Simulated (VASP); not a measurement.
Runs of VASP 6.6.1 on TaN. The structure is that of space group P-6m2 (No. 187), or close to it. The cells are those of the table. 

```csv
task,level,potentials or basis,cell,second run,gap on the mesh (eV),pressure (GPa)
single point,PBE,"VASP PAW PBE potentials, release 64 (Ta_pv, N)","a = 2.898, b = 2.898, c = 2.844 Å, angles 90.0, 90.0, 120.0°, 2 atoms",-,none,(a)
electric field gradients,PBE,"VASP PAW PBE potentials, release 64 (Ta_sv_GW, N)","a = 2.881, b = 2.881, c = 2.998 Å, angles 90.0, 90.0, 120.0°, 2 atoms",valence_matched,none,3.5
single point,PBE,"VASP PAW PBE potentials, release 64 (Ta_pv, N)","a = 2.881, b = 2.881, c = 2.998 Å, angles 90.0, 90.0, 120.0°, 2 atoms",-,none,(b)
electric field gradients,PBE,"VASP PAW PBE potentials, release 64 (Ta_pv, N)","a = 2.983, b = 2.983, c = 2.797 Å, angles 90.0, 90.0, 120.0°, 2 atoms",-,none,7.1
electric field gradients,r2SCAN,"VASP PAW PBE potentials, release 64 (Ta_pv, N)","a = 2.938, b = 2.938, c = 2.883 Å, angles 90.0, 90.0, 120.0°, 2 atoms",-,none,1.4
```

Alike in all rows: no spin polarisation; k mesh 12 × 12 × 10; cutoff (eV) 520; smearing fermi-dirac 0.02 eV.

Task: Fill in the values left out.

Result: (a) 21.5; (b) 4.6.

Caveats: spin-orbit coupling is left out, which moves the levels of the heavy elements; the PAW data sets were made with another functional, which shifts forces and pressure a little (some runs).

A k mesh can miss the band edges, and the runs leave out spin-orbit coupling on Ta.

A gap of «none» marks levels without a gap at the run's occupations.

The runs don't all hold the same shells in valence.
